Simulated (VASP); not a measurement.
# ZnRe (P-6m2) in VASP: notebook

Runs on ZnRe. Level: PBEsol. Tasks: single point.

Program: VASP 6.6.1. These are calculated values, not measurements. Logs are shortened: lines on timing, memory, paths and dates and some standing lists are left out, and cuts for length are marked.

**1. The cell of the first run**

It takes space group P-6m2 (No. 187, hexagonal). Conventional cell: a = 2.748 Å, b = 2.748 Å, c = 4.494 Å, α = 90.00°, β = 90.00°, γ = 120.00°. Zn (site symmetry -6m2) has 6 Zn at 2.75 Å and 6 Re at 2.75 Å within 3.6 Å. Re (site symmetry -6m2) has 6 Re at 2.75 Å and 6 Zn at 2.75 Å within 3.6 Å.

**2. Single point, PBEsol**

Contents of INCAR:

```
PREC = Accurate ; ENCUT = 520
EDIFF = 1E-7 ; ISMEAR = -1
SIGMA = 0.08 ; LREAL = False
LASPH = True ; NELM = 60
ALGO = Normal ; ISIF = 2
LWAVE = False ; LCHARG = False
GGA = PS ; NBANDS = 16
```

Contents of KPOINTS:

```
regular mesh
0
Gamma
  16 16 9
```

Contents of POSCAR:

```
ZnRe
1.0
    2.7482183437      0.0000000000      0.0000000000
   -1.3741091718      2.3800269008      0.0000000000
    0.0000000000      0.0000000000      4.4940660000
Zn Re
1 1
Direct
    0.0000000000      0.0000000000      0.0000000000
    0.3333333333      0.6666666667      0.5000000000
```

Potentials or basis: VASP PAW PBE potentials, release 64 (Zn, Re).

On the command line:

```bash
$ cat potpaw_PBE.64/Zn/POTCAR potpaw_PBE.64/Re/POTCAR > POTCAR
$ mpirun -np 1 vasp_std > vasp.out
```

OUTCAR:

```text
PREC = Accurate
   ENCUT = 520
   EDIFF = 1E-7
   ISMEAR = -1
   LREAL = False
   LASPH = True
   NELM = 60
   ISIF = 2
   GGA = PS

 ion  position               nearest neighbor table
   1  0.000  0.000  0.000-   2 2.75   2 2.75   2 2.75   2 2.75   2 2.75   2 2.75
   2  0.333  0.667  0.500-   1 2.75   1 2.75   1 2.75   1 2.75   1 2.75   1 2.75

  LATTYP: Found a hexagonal cell.
 ALAT       =     2.7482183437
 C/A-ratio  =     1.6352652657

  Lattice vectors:

 A1 = (   2.7482183437,   0.0000000000,   0.0000000000)
 A2 = (  -1.3741091718,   2.3800269008,   0.0000000000)
 A3 = (   0.0000000000,   0.0000000000,   4.4940660000)

Analysis of symmetry for initial positions (statically):
=====================================================================
 Subroutine PRICEL returns:
 Original cell was already a primitive cell.

 Routine SETGRP: Setting up the symmetry group for a
 hexagonal supercell.

 Subroutine GETGRP returns: Found 12 space group operations
 (whereof 12 operations were pure point group operations)
 out of a pool of 24 trial point group operations.

The static configuration has the point symmetry D_3h.

Analysis of symmetry for dynamics (positions and initial velocities):
=====================================================================
 Subroutine PRICEL returns:
 Original cell was already a primitive cell.

 Routine SETGRP: Setting up the symmetry group for a
 hexagonal supercell.

 Subroutine GETGRP returns: Found 12 space group operations
 (whereof 12 operations were pure point group operations)
 out of a pool of 24 trial point group operations.

The dynamic configuration has the point symmetry D_3h.

 Subroutine INISYM returns: Found 12 space group operations
 (whereof 12 operations are pure point group operations),
 and found     1 'primitive' translations

----------------------------------------------------------------------------------------

                                     Primitive cell

  volume of cell :      29.3949

  direct lattice vectors                    reciprocal lattice vectors
     2.748218344  0.000000000  0.000000000     0.363872107  0.210081659  0.000000000
    -1.374109172  2.380026901  0.000000000     0.000000000  0.420163318  0.000000000
     0.000000000  0.000000000  4.494066000     0.000000000  0.000000000  0.222515646

  length of vectors
     2.748218344  2.748218344  4.494066000     0.420163318  0.420163318  0.222515646

  position of ions in fractional coordinates (direct lattice)
     0.000000000  0.000000000  0.000000000
     0.333333333  0.666666667  0.500000000

  ion indices of the primitive-cell ions
   primitive index   ion index
                 1           1
                 2           2

----------------------------------------------------------------------------------------

 KPOINTS: regular mesh

Automatic generation of k-mesh.
 Grid dimensions read from file:
 generate k-points for:   16   16    9

 Generating k-lattice:

  Cartesian coordinates                     Fractional coordinates (reciprocal lattice)
     0.022742007  0.013130104  0.000000000     0.062500000  0.000000000  0.000000000
     0.000000000  0.026260207  0.000000000     0.000000000  0.062500000  0.000000000
     0.000000000  0.000000000  0.024723961     0.000000000  0.000000000  0.111111111

  Length of vectors
     0.026260207  0.026260207  0.024723961

  Shift w.r.t. Gamma in fractional coordinates (k-lattice)
     0.000000000  0.000000000  0.000000000

 Subroutine IBZKPT returns following result:
 ===========================================

 Found    150 irreducible k-points:

 Following reciprocal coordinates:
            Coordinates               Weight
  0.000000  0.000000  0.000000      1.000000
  0.062500  0.000000  0.000000      6.000000
  0.125000  0.000000  0.000000      6.000000
  0.187500  0.000000  0.000000      6.000000
  0.250000  0.000000  0.000000      6.000000
  0.312500  0.000000  0.000000      6.000000
[... 16 lines left out ...]
  0.187500  0.187500  0.000000      6.000000
  0.250000  0.187500  0.000000     12.000000
 [... further k-points ...]
   k-points           NKPTS =    150   k-points in BZ     NKDIM =    150   number of bands    NBANDS=     16
   number of dos      NEDOS =    301   number of ions     NIONS =      2
   total plane-waves  NPLWV =  14400
   dimension x,y,z NGX =    20 NGY =   20 NGZ =   36
   dimension x,y,z NGXF=    40 NGYF=   40 NGZF=   72
   ions per type =               1   1
   NGX,Y,Z   is equivalent  to a cutoff of  12.10, 12.10, 13.32 a.u.
   NGXF,Y,Z  is equivalent  to a cutoff of  24.20, 24.20, 26.63 a.u.
 SYSTEM =  unknown system
   PREC   = accura    normal or accurate (medium, high low for compatibility)
   ISTART =      0    job   : 0-new  1-cont  2-samecut
   ICHARG =      2    charge: 1-file 2-atom 10-const
   ISPIN  =      1    spin polarized calculation?
   LNONCOLLINEAR =      F non collinear calculations
   LSORBIT =      F    spin-orbit coupling
   LASPH  =      T    aspherical Exc in radial PAW
   ENCUT  =  520.0 eV  38.22 Ry    6.18 a.u.   5.11  5.11  8.36*2*pi/ulx,y,z
   NELM   =     60;   NELMIN=  2; NELMDL= -5     # of ELM steps
   EDIFF  = 0.1E-06   stopping-criterion for ELM
   LREAL  =      F    real-space projection
   EDIFFG = 0.1E-05   stopping-criterion for IOM
   NSW    =      0    number of steps for IOM
   IBRION =     -1    ionic relax: 0-MD 1-quasi-New 2-CG
   NFREE  =      0    steps in history (QN), initial steepest desc. (CG)
   ISIF   =      2    stress and relaxation
   ISYM   =      2    0-nonsym 1-usesym 2-fastsym
   POTIM  = 0.5000    time-step for ionic-motion
   TEBEG  =    0.0;   TEEND  =   0.0 temperature during run
   PSTRESS=    0.0 pullay stress
   NELECT =      19.0000    total number of electrons
   NUPDOWN=      -1.0000    fix difference up-down
   EMIN   =  10.00;   EMAX   =-10.00  energy-range for DOS
   EFERMI =   0.00;   METHOD = LEGACY
   ISMEAR =    -1;   SIGMA  =   0.08  broadening in eV -4-tet -1-fermi 0-gaus
   EFERMI_NEDOS =   21; number of points for ismear=-14 and -15
   IALGO  =     38    algorithm
   IMIX   =      4    mixing-type and parameters
     AMIX     =   0.40;   BMIX     =  1.00
     AMIX_MAG =   1.60;   BMIX_MAG =  1.00
  volume/ion in A,a.u.               =      14.70        99.18
  Fermi-wavevector in a.u.,A,eV,Ry     =   1.415474  2.674858 27.260173  2.003566
  Thomas-Fermi vector in A             =   2.536909
   LORBIT       =      0    0 simple, 1 ext, 2 COOP (PROOUT), +10 PAW based schemes
   GGA     = PS    functional components
   LHFCALC =     F    Hartree Fock is set to
   AEXX    =    0.0000 exact exchange contribution
   IVDW    =     0    specifies the selected vdW correction
   LEPSILON=     F    determine dielectric tensor
   LRPA    =     F    only Hartree local field effects (RPA)
 non-spin polarized calculation
  energy-cutoff  :      520.00
  volume of cell :       29.39
 maximum number of plane-waves:       804
   NGX = 11   NGY = 11   NGZ = 17

 number of electron      19.0000012 magnetization

 Free energy of the ion-electron system (eV)
  ---------------------------------------------------
  ext. energy  EPLUGINS =         0.00000000
  ---------------------------------------------------
  free energy    TOTEN  =       -14.45439971 eV

  energy without entropy =      -14.42834226  energy(sigma->0) =      -14.44137098

 E-fermi :   5.3100     XC(G=0): -12.9101

 val. band max:        5.3060558613   @ k =   0.3750   0.1250   0.4444
 cond. band min:       5.3155887183   @ k =   0.2500   0.0000   0.4444
 fundamental gap:      0.0095328570
 Fermi energy:         5.3100131233

 k-point     1 :       0.0000    0.0000    0.0000
  band No.  band energies     occupation
      1      -4.9244      2.00000
      2      -2.5378      2.00000
      3      -1.9009      2.00000
      4      -1.9009      2.00000
      5      -1.5195      2.00000
      6      -1.5195      2.00000
[... 8 lines left out ...]
     15      22.5114      0.00000
     16      22.5115      0.00000

 k-point     2 :       0.0625    0.0000    0.0000
  band No.  band energies     occupation
      1      -4.7964      2.00000
      2      -2.4939      2.00000
      3      -1.9159      2.00000
      4      -1.8775      2.00000
      5      -1.5489      2.00000
      6      -1.5262      2.00000
[... 8 lines left out ...]
     15      21.2730      0.00000
     16      21.7001      0.00000

 k-point     3 :       0.1250    0.0000    0.0000
  band No.  band energies     occupation
      1      -4.4238      2.00000
      2      -2.3845      2.00000
      3      -1.9510      2.00000
      4      -1.8101      2.00000
      5      -1.6318      2.00000
      6      -1.5455      2.00000
[... 8 lines left out ...]
     15      20.3593      0.00000
     16      21.3119      0.00000

 k-point     4 :       0.1875    0.0000    0.0000
  band No.  band energies     occupation
      1      -3.8437      2.00000
      2      -2.2733      2.00000
      3      -1.9631      2.00000
      4      -1.7540      2.00000
      5      -1.7074      2.00000
      6      -1.5743      2.00000
[... 8 lines left out ...]
     15      19.0592      0.00000
     16      21.7817      0.00000
[... 324 lines left out ...]
 k-point    22 :       0.4375    0.1250    0.0000
  band No.  band energies     occupation
      1      -2.4638      2.00000
      2      -2.2385      2.00000
      3      -1.8911      2.00000
      4      -1.7618      2.00000
      5      -1.4342      2.00000
      6       0.5277      2.00000
[... 8 lines left out ...]
     15      13.7251      0.00000
     16      16.9652      0.00000

 k-point    23 :       0.1875    0.1875    0.0000
  band No.  band energies     occupation
      1      -2.3363      2.00000
      2      -2.0790      2.00000
      3      -2.0213      2.00000
      4      -2.0044      2.00000
      5      -1.7071      2.00000
      6      -0.9699      2.00000
[... 8 lines left out ...]
     15      13.6479      0.00000
     16      19.9162      0.00000

 k-point    24 :       0.2500    0.1875    0.0000
  band No.  band energies     occupation
      1      -2.2590      2.00000
      2      -2.1087      2.00000
      3      -1.9446      2.00000
      4      -1.8430      2.00000
      5      -1.7601      2.00000
      6      -0.2271      2.00000
[... 8 lines left out ...]
     15      12.8653      0.00000
     16      19.2758      0.00000

 [... further k-points ...]

------------------------ aborting loop because EDIFF is reached ----------------------------------------

  FORCE on cell =-STRESS in cart. coord.  units (eV):
  Direction    XX          YY          ZZ          XY          YZ          ZX
  --------------------------------------------------------------------------------------
  -------------------------------------------------------------------------------------
  Total       -1.6972121     -1.6972121     -1.6294126     -0.0000000      0.0000000      0.0000000
  in kB      -92.5069058    -92.5069058    -88.8114802     -0.0000000      0.0000000      0.0000000
  external PRESSURE =     -91.2750973 kB  Pullay stress =       0.0000000 kB

 VOLUME and BASIS-vectors are now :
 -----------------------------------------------------------------------------
  energy-cutoff  :      520.00
  volume of cell :       29.39
      direct lattice vectors                 reciprocal lattice vectors
     2.748218344  0.000000000  0.000000000     0.363872107  0.210081659  0.000000000
    -1.374109172  2.380026901  0.000000000     0.000000000  0.420163318  0.000000000
     0.000000000  0.000000000  4.494066000     0.000000000  0.000000000  0.222515646

 POSITION                                       TOTAL-FORCE (eV/Angst)
 -----------------------------------------------------------------------------------
      0.00000      0.00000      0.00000        -0.000000      0.000000      0.000000
     -0.00000      1.58668      2.24703         0.000000      0.000000      0.000000
 -----------------------------------------------------------------------------------
    total drift:                                0.000000     -0.000000      0.000000

  FREE ENERGIE OF THE ION-ELECTRON SYSTEM (eV)
  ---------------------------------------------------
  free  energy   TOTEN  =       -14.4543997061 eV

  energy  without entropy=      -14.4283422586  energy(sigma->0) =      -14.44137098
```

It took 28 s on 1 thread of Intel Xeon 6975P-C (Granite Rapids), shared host; peak memory 0.2 GiB.

What came out:

| Item | Value |
| --- | --- |
| Free energy | -14.4544 eV |
| Pressure | -9.1 GPa |

Levels at points of the mesh, in eV from the Fermi level:
| k point | band 7 | band 8 | band 9 | band 10 | band 11 | band 12 | band 13 | band 14 |
| --- | --- | --- | --- | --- | --- | --- | --- | --- |
| (0.00, 0.00, 0.00) | -4.97 | -1.50 | -1.21 | -1.21 | 1.74 | 1.74 | 4.77 | 14.78 |
| (0.50, 0.00, 0.00) | -3.94 | -3.22 | -1.59 | 0.78 | 4.22 | 5.01 | 6.41 | 6.71 |

Caveat: the PAW data sets were made with another functional, which shifts forces and pressure a little; spin-orbit coupling is left out, which moves the levels of the heavy elements.

**3. Single point, PBEsol, collinear spin, zero start**

Contents of INCAR:

```
  PREC = Accurate
  ENCUT = 520
  EDIFF = 1E-7
  ISMEAR = -1
  SIGMA = 0.08
  LREAL = F
  LASPH = T
  NELM = 150
  ALGO = Normal
  ISIF = 2
  LWAVE = F
  LCHARG = T
  ISPIN = 2
  MAGMOM = 0 0
  LORBIT = 11
  NUPDOWN = 0.0
  LMAXMIX = 4
  GGA = PS
  LELF = T
  LVHAR = T
  NBANDS = 20
```

KPOINTS is that of step 2.

POSCAR is that of step 2.

Potentials or basis: VASP PAW PBE potentials, release 64 (Zn, Re).

On the command line:

```bash
$ cat potpaw_PBE.64/Zn/POTCAR potpaw_PBE.64/Re/POTCAR > POTCAR
$ mpirun -np 1 vasp_std > vasp.out
```

OUTCAR:

```text
PREC = Accurate
   ENCUT = 520
   EDIFF = 1E-7
   ISMEAR = -1
   LREAL = F
   LASPH = T
   NELM = 150
   ISIF = 2
   ISPIN = 2
   LORBIT = 11
   NUPDOWN = 0.0
   GGA = PS

 ion  position               nearest neighbor table
   1  0.000  0.000  0.000-   2 2.75   2 2.75   2 2.75   2 2.75   2 2.75   2 2.75
   2  0.333  0.667  0.500-   1 2.75   1 2.75   1 2.75   1 2.75   1 2.75   1 2.75

  LATTYP: Found a hexagonal cell.
 ALAT       =     2.7482183437
 C/A-ratio  =     1.6352652657

  Lattice vectors:
[... 1320 lines left out ...]
  in kB      -92.4757269    -92.4757269    -88.7769605     -0.0000000      0.0000000      0.0000000
  external PRESSURE =     -91.2428048 kB  Pullay stress =       0.0000000 kB

 VOLUME and BASIS-vectors are now :
 -----------------------------------------------------------------------------
  energy-cutoff  :      520.00
  volume of cell :       29.39
      direct lattice vectors                 reciprocal lattice vectors
     2.748218344  0.000000000  0.000000000     0.363872107  0.210081659  0.000000000
    -1.374109172  2.380026901  0.000000000     0.000000000  0.420163318  0.000000000
     0.000000000  0.000000000  4.494066000     0.000000000  0.000000000  0.222515646

 POSITION                                       TOTAL-FORCE (eV/Angst)
 -----------------------------------------------------------------------------------
      0.00000      0.00000      0.00000         0.000000      0.000000      0.000000
     -0.00000      1.58668      2.24703        -0.000000      0.000000      0.000000
 -----------------------------------------------------------------------------------
    total drift:                                0.000000     -0.000000      0.000000

  FREE ENERGIE OF THE ION-ELECTRON SYSTEM (eV)
  ---------------------------------------------------
  free  energy   TOTEN  =       -14.4543996964 eV

  energy  without entropy=      -14.4283418824  energy(sigma->0) =      -14.44137079

 total charge

# of ion       s       p       d       tot
------------------------------------------
    1        0.601   0.547   9.743  10.891
    2        0.579   0.589   4.736   5.904
--------------------------------------------------
tot          1.180   1.137  14.479  16.795

 magnetization (x)

# of ion       s       p       d       tot
------------------------------------------
    1        0.000   0.000  -0.000   0.000
    2       -0.000  -0.000   0.000   0.000
--------------------------------------------------
tot         -0.000  -0.000   0.000   0.000
```

stdout:

```text
POSCAR found type information on POSCAR ZnRe
 POSCAR found :  2 types and       2 ions
 scaLAPACK will be used
 -----------------------------------------------------------------------------
|                                                                             |
|                                                                             |
|     You enforced a specific xc type in the INCAR file but a different       |
|     I HOPE YOU KNOW WHAT YOU ARE DOING!                                     |
|                                                                             |
 -----------------------------------------------------------------------------

 LDA part: xc-table for (Slater+PW92), standard interpolation
 POSCAR, INCAR and KPOINTS ok, starting setup
 FFT: planning ... GRIDC
 FFT: planning ... GRID_SOFT
 FFT: planning ... GRID
 WAVECAR not read
 entering main loop
```

Wall time 66 s (1 thread of Intel Xeon 6975P-C (Granite Rapids), shared host); peak memory 0.26 GiB.

What came out:

```yaml
Free_energy: -14.4544 eV
Pressure: -9.1 GPa
Net_moment: 0.00 μB per cell
Valence_electrons_inside_the_program's_atomic_spheres: Zn 10.89; Re 5.90
```

Stress tensor (GPa, compression positive):
```
-9.25  0.00  0.00
 0.00 -9.25  0.00
 0.00  0.00 -8.88
```

Caveat: the PAW data sets were made with another functional, which shifts forces and pressure a little; spin-orbit coupling is left out, which moves the levels of the heavy elements; the total moment is fixed, so each spin has its own Fermi level.

(Part 1 of 2 ends here.)
